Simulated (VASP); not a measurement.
# Au (Fm-3m) in VASP: notebook

Runs on Au. Level: LDA. Tasks: single point, relaxation of cell and atoms.

Everything below comes from runs of VASP 6.6.1. Logs are shortened: lines on timing, memory, paths and dates and some standing lists are left out, and cuts for length are marked.

## (1) The cell of the first run

Symmetry: Fm-3m, No. 225, cubic system. The conventional cell has a = 4.048 Å, b = 4.048 Å, c = 4.048 Å, α = 90.00°, β = 90.00°, γ = 90.00°. Au (site symmetry m-3m) has 12 Au at 2.86 Å within 3.8 Å.

## (2) Single point, LDA

File INCAR:

```
SYSTEM = Au
ALGO     = Fast           ! electronic algorithm
EDIFF    = 1E-7           ! SCF threshold, eV
ENCUT    = 520            ! plane-wave cutoff, eV
GGA      = CA             ! functional
ISIF     = 2              ! what is computed and relaxed
ISMEAR   = -1             ! smearing method
LASPH    = .True.         ! aspherical terms in the spheres
LCHARG   = .False.        ! write CHGCAR
LREAL    = .False.        ! projectors in reciprocal space
LWAVE    = .False.        ! write WAVECAR
NBANDS   = 12             ! bands
NELM     = 60             ! most SCF steps
PREC     = Accurate       ! precision mode
SIGMA    = 0.15           ! smearing width, eV
```

File KPOINTS:

```
k-points
0
Gamma
  18 18 18
  0 0 0
```

File POSCAR:

```
Au
1.0
    0.0000000000      2.0240552182      2.0240552182
    2.0240552182      0.0000000000      2.0240552182
    2.0240552182      2.0240552182      0.0000000000
Au
1
Direct
    0.0000000000      0.0000000000      0.0000000000
```

Potentials or basis: VASP PAW LDA potentials, release 64 (Au).

Started as:

```bash
cat potpaw_LDA.64/Au/POTCAR > POTCAR
mpirun -np 1 vasp_std > vasp.out
```

OUTCAR:

```text
SYSTEM = Au
   EDIFF = 1E-7
   ENCUT = 520
   GGA = CA
   ISIF = 2
   ISMEAR = -1
   LASPH = .True.
   LREAL = .False.
   NELM = 60
   PREC = Accurate

 ion  position               nearest neighbor table
   1  0.000  0.000  0.000-

  LATTYP: Found a face centered cubic cell.
 ALAT       =     4.0481104364

  Lattice vectors:

 A1 = (   0.0000000000,   2.0240552182,   2.0240552182)
 A2 = (   2.0240552182,   0.0000000000,   2.0240552182)
 A3 = (   2.0240552182,   2.0240552182,   0.0000000000)

Analysis of symmetry for initial positions (statically):
=====================================================================
 Subroutine PRICEL returns:
 Original cell was already a primitive cell.

 Routine SETGRP: Setting up the symmetry group for a
 face centered cubic supercell.

 Subroutine GETGRP returns: Found 48 space group operations
 (whereof 48 operations were pure point group operations)
 out of a pool of 48 trial point group operations.

The static configuration has the point symmetry O_h .

Analysis of symmetry for dynamics (positions and initial velocities):
=====================================================================
 Subroutine PRICEL returns:
 Original cell was already a primitive cell.

 Routine SETGRP: Setting up the symmetry group for a
 face centered cubic supercell.

 Subroutine GETGRP returns: Found 48 space group operations
 (whereof 48 operations were pure point group operations)
 out of a pool of 48 trial point group operations.

The dynamic configuration has the point symmetry O_h .

 Subroutine INISYM returns: Found 48 space group operations
 (whereof 48 operations are pure point group operations),
 and found     1 'primitive' translations

----------------------------------------------------------------------------------------

                                     Primitive cell

  volume of cell :      16.5843

  direct lattice vectors                    reciprocal lattice vectors
     0.000000000  2.024055218  2.024055218    -0.247028834  0.247028834  0.247028834
     2.024055218  0.000000000  2.024055218     0.247028834 -0.247028834  0.247028834
     2.024055218  2.024055218  0.000000000     0.247028834  0.247028834 -0.247028834

  length of vectors
     2.862446341  2.862446341  2.862446341     0.427866491  0.427866491  0.427866491

  position of ions in fractional coordinates (direct lattice)
     0.000000000  0.000000000  0.000000000

  ion indices of the primitive-cell ions
   primitive index   ion index
                 1           1

----------------------------------------------------------------------------------------

 KPOINTS: k-points

Automatic generation of k-mesh.
 Grid dimensions read from file:
 generate k-points for:   18   18   18

 Generating k-lattice:

  Cartesian coordinates                     Fractional coordinates (reciprocal lattice)
    -0.013723824  0.013723824  0.013723824     0.055555556  0.000000000  0.000000000
     0.013723824 -0.013723824  0.013723824     0.000000000  0.055555556  0.000000000
     0.013723824  0.013723824 -0.013723824     0.000000000  0.000000000  0.055555556

  Length of vectors
     0.023770361  0.023770361  0.023770361

  Shift w.r.t. Gamma in fractional coordinates (k-lattice)
     0.000000000  0.000000000  0.000000000

 Subroutine IBZKPT returns following result:
 ===========================================

 Found    195 irreducible k-points:

 Following reciprocal coordinates:
            Coordinates               Weight
  0.000000  0.000000  0.000000      1.000000
  0.055556  0.000000  0.000000      8.000000
  0.111111  0.000000  0.000000      8.000000
  0.166667  0.000000  0.000000      8.000000
  0.222222  0.000000  0.000000      8.000000
  0.277778  0.000000  0.000000      8.000000
[... 16 lines left out ...]
 -0.277778  0.055556  0.000000     24.000000
 -0.222222  0.055556  0.000000     24.000000
 [... further k-points ...]
   k-points           NKPTS =    195   k-points in BZ     NKDIM =    195   number of bands    NBANDS=     12
   number of dos      NEDOS =    301   number of ions     NIONS =      1
   total plane-waves  NPLWV =  13824
   dimension x,y,z NGX =    24 NGY =   24 NGZ =   24
   dimension x,y,z NGXF=    48 NGYF=   48 NGZF=   48
   ions per type =               1
   NGX,Y,Z   is equivalent  to a cutoff of  13.94, 13.94, 13.94 a.u.
   NGXF,Y,Z  is equivalent  to a cutoff of  27.88, 27.88, 27.88 a.u.
 SYSTEM =  Au
   PREC   = accura    normal or accurate (medium, high low for compatibility)
   ISTART =      0    job   : 0-new  1-cont  2-samecut
   ICHARG =      2    charge: 1-file 2-atom 10-const
   ISPIN  =      1    spin polarized calculation?
   LNONCOLLINEAR =      F non collinear calculations
   LSORBIT =      F    spin-orbit coupling
   LASPH  =      T    aspherical Exc in radial PAW
   ENCUT  =  520.0 eV  38.22 Ry    6.18 a.u.   5.32  5.32  5.32*2*pi/ulx,y,z
   NELM   =     60;   NELMIN=  2; NELMDL= -5     # of ELM steps
   EDIFF  = 0.1E-06   stopping-criterion for ELM
   LREAL  =      F    real-space projection
   EDIFFG = 0.1E-05   stopping-criterion for IOM
   NSW    =      0    number of steps for IOM
   IBRION =     -1    ionic relax: 0-MD 1-quasi-New 2-CG
   NFREE  =      0    steps in history (QN), initial steepest desc. (CG)
   ISIF   =      2    stress and relaxation
   ISYM   =      2    0-nonsym 1-usesym 2-fastsym
   POTIM  = 0.5000    time-step for ionic-motion
   TEBEG  =    0.0;   TEEND  =   0.0 temperature during run
   PSTRESS=    0.0 pullay stress
   NELECT =      11.0000    total number of electrons
   NUPDOWN=      -1.0000    fix difference up-down
   EMIN   =  10.00;   EMAX   =-10.00  energy-range for DOS
   EFERMI =   0.00;   METHOD = LEGACY
   ISMEAR =    -1;   SIGMA  =   0.15  broadening in eV -4-tet -1-fermi 0-gaus
   EFERMI_NEDOS =   21; number of points for ismear=-14 and -15
   IALGO  =     68    algorithm
   IMIX   =      4    mixing-type and parameters
     AMIX     =   0.40;   BMIX     =  1.00
     AMIX_MAG =   1.60;   BMIX_MAG =  1.00
  volume/ion in A,a.u.               =      16.58       111.92
  Fermi-wavevector in a.u.,A,eV,Ry     =   1.427710  2.697981 27.733520  2.038356
  Thomas-Fermi vector in A             =   2.547850
   LORBIT       =      0    0 simple, 1 ext, 2 COOP (PROOUT), +10 PAW based schemes
   GGA     = CA    functional components
   LHFCALC =     F    Hartree Fock is set to
   AEXX    =    0.0000 exact exchange contribution
   IVDW    =     0    specifies the selected vdW correction
   LEPSILON=     F    determine dielectric tensor
   LRPA    =     F    only Hartree local field effects (RPA)
 non-spin polarized calculation
 RMM-DIIS sequential band-by-band and
  energy-cutoff  :      520.00
  volume of cell :       16.58
 maximum number of plane-waves:       459
 NGX is ok and might be reduce to    24
   NGX = 11   NGY = 11   NGZ = 11

 number of electron      10.9999999 magnetization

 Free energy of the ion-electron system (eV)
  ---------------------------------------------------
  ext. energy  EPLUGINS =         0.00000000
  ---------------------------------------------------
  free energy    TOTEN  =        -4.45562755 eV

  energy without entropy =       -4.43519243  energy(sigma->0) =       -4.44540999

 E-fermi :   9.7612     XC(G=0): -13.1415

 val. band max:        9.7435809365   @ k =   0.5000   0.2778   0.1111
 cond. band min:       9.8450739143   @ k =   0.5000   0.3333   0.1111
 fundamental gap:      0.1014929778
 Fermi energy:         9.7611679652

 k-point     1 :       0.0000    0.0000    0.0000
  band No.  band energies     occupation
      1      -0.4535      2.00000
      2       4.8904      2.00000
      3       4.8904      2.00000
      4       4.8904      2.00000
      5       6.5041      2.00000
      6       6.5041      2.00000
      7      24.1975      0.00000
      8      28.3092      0.00000
      9      28.3092      0.00000
     10      28.3092      0.00000
     11      33.4274      0.00000
     12      38.3135      0.00000

 k-point     2 :       0.0556    0.0000    0.0000
  band No.  band energies     occupation
      1      -0.3427      2.00000
      2       4.8524      2.00000
      3       4.9298      2.00000
      4       4.9298      2.00000
      5       6.4856      2.00000
      6       6.4856      2.00000
      7      24.3366      0.00000
      8      27.6114      0.00000
      9      28.4483      0.00000
     10      28.4483      0.00000
     11      34.0503      0.00000
     12      36.8723      0.00000

 k-point     3 :       0.1111    0.0000    0.0000
  band No.  band energies     occupation
      1      -0.0195      2.00000
      2       4.7559      2.00000
      3       5.0326      2.00000
      4       5.0326      2.00000
      5       6.4474      2.00000
      6       6.4474      2.00000
      7      24.6708      0.00000
      8      26.1445      0.00000
      9      28.8441      0.00000
     10      28.8441      0.00000
     11      33.8588      0.00000
     12      36.2200      0.00000

 k-point     4 :       0.1667    0.0000    0.0000
  band No.  band energies     occupation
      1       0.4836      2.00000
      2       4.6552      2.00000
      3       5.1481      2.00000
      4       5.1481      2.00000
      5       6.4454      2.00000
      6       6.4454      2.00000
      7      24.0875      0.00000
      8      25.3507      0.00000
      9      29.4160      0.00000
     10      29.4160      0.00000
     11      32.3622      0.00000
     12      34.6332      0.00000

 k-point     5 :       0.2222    0.0000    0.0000
  band No.  band energies     occupation
      1       1.0898      2.00000
      2       4.6526      2.00000
      3       5.1988      2.00000
      4       5.1988      2.00000
      5       6.5591      2.00000
      6       6.5591      2.00000
      7      22.1374      0.00000
      8      25.4541      0.00000
      9      29.9203      0.00000
     10      29.9203      0.00000
     11      31.6051      0.00000
     12      33.2930      0.00000
[... 228 lines left out ...]
      1       2.2199      2.00000
      2       4.8846      2.00000
      3       4.9745      2.00000
      4       6.6232      2.00000
      5       7.4102      2.00000
      6       8.2178      1.99993
      7      15.0178      0.00000
      8      24.0459      0.00000
      9      26.6394      0.00000
     10      27.9216      0.00000
     11      34.0280      0.00000
     12      34.7775      0.00000

 k-point    22 :      -0.3333    0.0556    0.0000
  band No.  band energies     occupation
      1       2.1447      2.00000
      2       4.9832      2.00000
      3       5.0664      2.00000
      4       5.7295      2.00000
      5       7.0620      2.00000
      6       7.6746      2.00000
      7      17.0892      0.00000
      8      24.4656      0.00000
      9      27.1738      0.00000
     10      29.1041      0.00000
     11      32.7869      0.00000
     12      34.0285      0.00000

 k-point    23 :      -0.2778    0.0556    0.0000
  band No.  band energies     occupation
      1       1.8862      2.00000
      2       4.9209      2.00000
      3       5.1582      2.00000
      4       5.1761      2.00000
      5       6.6939      2.00000
      6       7.2547      2.00000
      7      19.2959      0.00000
      8      24.9834      0.00000
      9      27.8899      0.00000
     10      30.5563      0.00000
     11      31.4885      0.00000
     12      33.0540      0.00000

 k-point    24 :      -0.2222    0.0556    0.0000
  band No.  band energies     occupation
      1       1.3843      2.00000
      2       4.6023      2.00000
      3       5.2123      2.00000
      4       5.2529      2.00000
      5       6.3966      2.00000
      6       6.9067      2.00000
      7      21.4882      0.00000
      8      25.3914      0.00000
      9      28.4992      0.00000
     10      30.6931      0.00000
     11      31.4143      0.00000
     12      32.8230      0.00000

 [... further k-points ...]

------------------------ aborting loop because EDIFF is reached ----------------------------------------

  FORCE on cell =-STRESS in cart. coord.  units (eV):
  Direction    XX          YY          ZZ          XY          YZ          ZX
  --------------------------------------------------------------------------------------
  -------------------------------------------------------------------------------------
  Total        0.0536912      0.0536912      0.0536912      0.0000000     -0.0000000      0.0000000
  in kB        5.1870036      5.1870036      5.1870036      0.0000000     -0.0000000      0.0000000
  external PRESSURE =       5.1870036 kB  Pullay stress =       0.0000000 kB

 VOLUME and BASIS-vectors are now :
 -----------------------------------------------------------------------------
  energy-cutoff  :      520.00
  volume of cell :       16.58
      direct lattice vectors                 reciprocal lattice vectors
     0.000000000  2.024055218  2.024055218    -0.247028834  0.247028834  0.247028834
     2.024055218  0.000000000  2.024055218     0.247028834 -0.247028834  0.247028834
     2.024055218  2.024055218  0.000000000     0.247028834  0.247028834 -0.247028834

 POSITION                                       TOTAL-FORCE (eV/Angst)
 -----------------------------------------------------------------------------------
      0.00000      0.00000      0.00000         0.000000      0.000000      0.000000
 -----------------------------------------------------------------------------------
    total drift:                               -0.000000      0.000000      0.000000

  FREE ENERGIE OF THE ION-ELECTRON SYSTEM (eV)
  ---------------------------------------------------
  free  energy   TOTEN  =        -4.4556275548 eV

  energy  without entropy=       -4.4351924324  energy(sigma->0) =       -4.44540999
```

It took 25 s on 1 thread of Intel Xeon Platinum 8488C (Sapphire Rapids), shared host; peak memory 0.15 GiB.

Results:

```yaml
Free_energy: -4.4556 eV
Pressure: 0.5 GPa
```

Levels at points of the mesh, in eV from the Fermi level:
| k point | band 3 | band 4 | band 5 | band 6 | band 7 | band 8 | band 9 | band 10 |
| --- | --- | --- | --- | --- | --- | --- | --- | --- |
| (0.00, 0.00, 0.00) | -4.87 | -4.87 | -3.26 | -3.26 | 14.44 | 18.55 | 18.55 | 18.55 |
| (0.50, 0.00, 0.00) | -4.91 | -1.99 | -1.99 | -1.14 | 3.19 | 13.90 | 17.21 | 17.21 |
| (0.50, 0.50, 0.00) | -2.03 | -1.65 | -1.65 | 0.88 | 5.96 | 9.99 | 9.99 | 17.54 |

Caveat: spin-orbit coupling is left out, which moves the levels of the heavy elements.

(Part 1 of 2 ends here.)
